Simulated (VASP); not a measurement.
# ZnSe (F-43m) in VASP: a series of runs, part 2 of 2

VASP 6.6.1.

### 3 Single point, PBE (strain -3.0%)

INCAR

```
SYSTEM = ZnSe
ALGO     = Normal         ! electronic algorithm
EDIFF    = 1E-7           ! SCF threshold, eV
ENCUT    = 520            ! plane-wave cutoff, eV
GGA      = PE             ! functional
ISIF     = 2              ! what is computed and relaxed
ISMEAR   = 0              ! smearing method
LASPH    = .TRUE.         ! aspherical terms in the spheres
LCHARG   = .FALSE.        ! write CHGCAR
LREAL    = .FALSE.        ! projectors in reciprocal space
LWAVE    = .FALSE.        ! write WAVECAR
NBANDS   = 16             ! bands
NELM     = 100            ! most SCF steps
PREC     = Accurate       ! precision mode
SIGMA    = 0.01           ! smearing width, eV
```

KPOINTS

```
k-points
0
G
  4 4 4
  0 0 0
```

POSCAR

```
ZnSe
1.0
    0.0000000000      2.7474480639      2.7474480639
    2.7474480639      0.0000000000      2.7474480639
    2.7474480639      2.7474480639      0.0000000000
Zn Se
1 1
Direct
    0.0000000000      0.0000000000      0.0000000000
    0.2500000000      0.2500000000      0.2500000000
```

Potentials or basis: VASP PAW PBE potentials, release 64 (Zn, Se).

The run is started by

```console
$ cat potpaw_PBE.64/Zn/POTCAR potpaw_PBE.64/Se/POTCAR > POTCAR
$ mpirun -np 1 vasp_std > vasp.out
```

OUTCAR:

```text
SYSTEM = ZnSe
   EDIFF = 1E-7
   ENCUT = 520
   GGA = PE
   ISIF = 2
   ISMEAR = 0
   LASPH = .TRUE.
   LREAL = .FALSE.
   NELM = 100
   PREC = Accurate

 ion  position               nearest neighbor table
   1  0.000  0.000  0.000-   2 2.38   2 2.38   2 2.38   2 2.38
   2  0.250  0.250  0.250-   1 2.38   1 2.38   1 2.38   1 2.38

  LATTYP: Found a face centered cubic cell.
 ALAT       =     5.4948961278

  Lattice vectors:

 A1 = (   0.0000000000,   2.7474480639,   2.7474480639)
 A2 = (   2.7474480639,   0.0000000000,   2.7474480639)
 A3 = (   2.7474480639,   2.7474480639,   0.0000000000)

Analysis of symmetry for initial positions (statically):
=====================================================================
 Subroutine PRICEL returns:
 Original cell was already a primitive cell.

 Routine SETGRP: Setting up the symmetry group for a
 face centered cubic supercell.

 Subroutine GETGRP returns: Found 24 space group operations
 (whereof 24 operations were pure point group operations)
 out of a pool of 48 trial point group operations.

The static configuration has the point symmetry T_d .

Analysis of symmetry for dynamics (positions and initial velocities):
[... 144 lines left out ...]

 val. band max:        2.4889892587   @ k =   0.0000   0.0000   0.0000
 cond. band min:       4.1578609315   @ k =   0.0000   0.0000   0.0000
 fundamental gap:      1.6688716728
 Fermi energy:         2.5640229550

 k-point     1 :       0.0000    0.0000    0.0000
  band No.  band energies     occupation
      1     -11.4104      2.00000
      2      -4.4700      2.00000
      3      -4.4700      2.00000
      4      -4.4700      2.00000
      5      -4.0135      2.00000
      6      -4.0135      2.00000
[... 129 lines left out ...]
      3      -4.2113      2.00000
      4      -4.0711      2.00000
      5      -4.0491      2.00000
      6      -3.6302      2.00000
[... 8 lines left out ...]
     15      16.7619      0.00000
     16      17.1008      0.00000

------------------------ aborting loop because EDIFF is reached ----------------------------------------

  FORCE on cell =-STRESS in cart. coord.  units (eV):
  Direction    XX          YY          ZZ          XY          YZ          ZX
  --------------------------------------------------------------------------------------
  -------------------------------------------------------------------------------------
  Total        2.6965350      2.6965350      2.6965350      0.0000000      0.0000000      0.0000000
  in kB      104.1593289    104.1593289    104.1593289      0.0000000      0.0000000      0.0000000
  external PRESSURE =     104.1593289 kB  Pullay stress =       0.0000000 kB

 VOLUME and BASIS-vectors are now :
 -----------------------------------------------------------------------------
  energy-cutoff  :      520.00
  volume of cell :       41.48
      direct lattice vectors                 reciprocal lattice vectors
     0.000000000  2.747448064  2.747448064    -0.181987062  0.181987062  0.181987062
     2.747448064  0.000000000  2.747448064     0.181987062 -0.181987062  0.181987062
     2.747448064  2.747448064  0.000000000     0.181987062  0.181987062 -0.181987062

 POSITION                                       TOTAL-FORCE (eV/Angst)
 -----------------------------------------------------------------------------------
      0.00000      0.00000      0.00000         0.000000     -0.000000     -0.000000
      1.37372      1.37372      1.37372        -0.000000      0.000000      0.000000
 -----------------------------------------------------------------------------------
    total drift:                                0.000001      0.000001      0.000000

  FREE ENERGIE OF THE ION-ELECTRON SYSTEM (eV)
  ---------------------------------------------------
  free  energy   TOTEN  =        -5.7958467072 eV

  energy  without entropy=       -5.7958467072  energy(sigma->0) =       -5.79584671
```

OSZICAR:

```text
N       E                     dE             d eps       ncg     rms          rms(c)
DAV:   1     0.867450418330E+02    0.86745E+02   -0.87513E+03   256   0.133E+03
DAV:   2    -0.978371797633E+00   -0.87723E+02   -0.82941E+02   296   0.253E+02
DAV:   3    -0.606753026683E+01   -0.50892E+01   -0.50752E+01   320   0.600E+01
DAV:   4    -0.610447716115E+01   -0.36947E-01   -0.36943E-01   304   0.548E+00
DAV:   5    -0.610464528056E+01   -0.16812E-03   -0.16812E-03   336   0.334E-01    0.570E+00
DAV:   6    -0.581991921417E+01    0.28473E+00   -0.56039E-01   360   0.253E+01    0.427E+00
DAV:   7    -0.579557185671E+01    0.24347E-01   -0.17909E-01   272   0.384E+00    0.178E+00
DAV:   8    -0.579549336757E+01    0.78489E-04   -0.56057E-03   384   0.917E-01    0.498E-01
DAV:   9    -0.579573362792E+01   -0.24026E-03   -0.13705E-03   264   0.283E-01    0.648E-02
DAV:  10    -0.579585953084E+01   -0.12590E-03   -0.27910E-04   328   0.147E-01    0.291E-02
DAV:  11    -0.579584546369E+01    0.14067E-04   -0.56194E-05   312   0.811E-02    0.753E-03
DAV:  12    -0.579584671276E+01   -0.12491E-05   -0.85595E-06   336   0.186E-02    0.307E-03
DAV:  13    -0.579584670723E+01    0.55331E-08   -0.51942E-07   280   0.686E-03
   1 F= -.57958467E+01 E0= -.57958467E+01  d E =-.935961E-28
```

Run time: 8.3 s. Hardware: 1 thread of AMD EPYC 7R43 (Zen 3), shared host; peak memory 0.13 GiB.

What came out:

```yaml
Free_energy: -5.7958 eV
Pressure: 10.4 GPa
Band_gap_on_the_k_mesh: 1.67 eV, direct
```

Levels at points of the mesh, in eV from the valence-band top:
```tsv
k point	band 7	band 8	band 9	band 10	band 11	band 12
(0.00, 0.00, 0.00)	0.00	0.00	0.00	1.67	5.73	5.73
(0.50, 0.00, 0.00)	-5.87	-1.02	-1.02	2.69	6.32	6.32
(0.50, 0.50, 0.00)	-5.19	-2.55	-2.55	2.73	3.41	11.47
```

Caveat: the k points lie up to 0.50 Å⁻¹ apart; the cell differs from its parent crystal (strain -3.0%).
